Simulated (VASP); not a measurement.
Set up this calculation in VASP 6.6.1, as the native input.

```yaml
Task: relaxation of the atoms
Functional: LDA
Potentials_or_basis: VASP PAW LDA potentials, release 64 (Al, Co, O)
Cutoff: 520 eV
k_mesh: 4 × 4 × 4
Occupations: fermi-dirac, width 0.1 eV
Spin: collinear spin, ferromagnetic start
Starting_moments: "[0.0, 0.0, 0.0, 0.0, 1.8, 1.8, 0.0, 0.0, 0.0, 0.0, 0.0, 0.0, 0.0, 0.0] μB"
Dipole_correction: no
Further_INCAR_settings: ALGO = Normal; EDIFF = 1e-07; IBRION = 2; EDIFFG = -0.005; NSW = 80
```

The structure of Al2CoO4 lies in POSCAR:

```
Al2CoO4
1.0
    0.0000000000      4.0402040000      4.0402040000
    4.0402040000      0.0000000000      4.0402040000
    4.0402040000      4.0402040000      0.0000000000
Al Co O
4 2 8
Direct
    0.6250000000      0.1250000000      0.6250000000
    0.1250000000      0.6250000000      0.6250000000
    0.6250000000      0.6250000000      0.1250000000
    0.6250000000      0.6250000000      0.6250000000
    0.0000000000      0.0000000000      0.0000000000
    0.2500000000      0.2500000000      0.2500000000
    0.3894720000      0.8315840000      0.3894720000
    0.8605280000      0.8605280000      0.8605280000
    0.3894720000      0.3894720000      0.8315840000
    0.8315840000      0.3894720000      0.3894720000
    0.4184160000      0.8605280000      0.8605280000
    0.8605280000      0.8605280000      0.4184160000
    0.3894720000      0.3894720000      0.3894720000
    0.8605280000      0.4184160000      0.8605280000
```

The input as run:

INCAR

```
ALGO = Normal
EDIFF = 1E-7
EDIFFG = -0.005
ENCUT = 520
GGA_COMPAT = F
IBRION = 2
ISIF = 2
ISMEAR = -1
ISPIN = 2
KPAR = 4
LASPH = T
LCHARG = F
LMAXMIX = 4
LORBIT = 11
LREAL = F
LWAVE = F
MAGMOM = 0 0 0 0 1.8 1.8 0 0 0 0 0 0 0 0
NELM = 200
NELMIN = 4
NSW = 80
PREC = Accurate
SIGMA = 0.1
```

KPOINTS

```
k-points
0
Gamma
  4 4 4
```

Potentials or basis: VASP PAW LDA potentials, release 64 (Al, Co, O).

Command:

```bash
$ cat potpaw_LDA.64/Al/POTCAR potpaw_LDA.64/Co/POTCAR potpaw_LDA.64/O/POTCAR > POTCAR
$ mpirun -np 4 vasp_std > vasp.out
```

It gave:

* Energy gained by relaxing: 0.6 meV/atom
* Ionic steps: 3
* Pressure after relaxing: -5.6 GPa
* Band gap on the k mesh: 0.32 eV (least direct gap 0.45 eV)
* Net moment: 6.00 μB per cell
* Site moments: Al +0.00; Co +2.49; O +0.08 μB
* Valence electrons inside the program's atomic spheres: Al 0.73; Co 8.01; O 5.11

Run time: 50 s on 4 MPI ranks on Intel(R) Xeon(R) 6975P-C (Granite Rapids), with other jobs on the host, peak memory 0.28 GiB a rank.
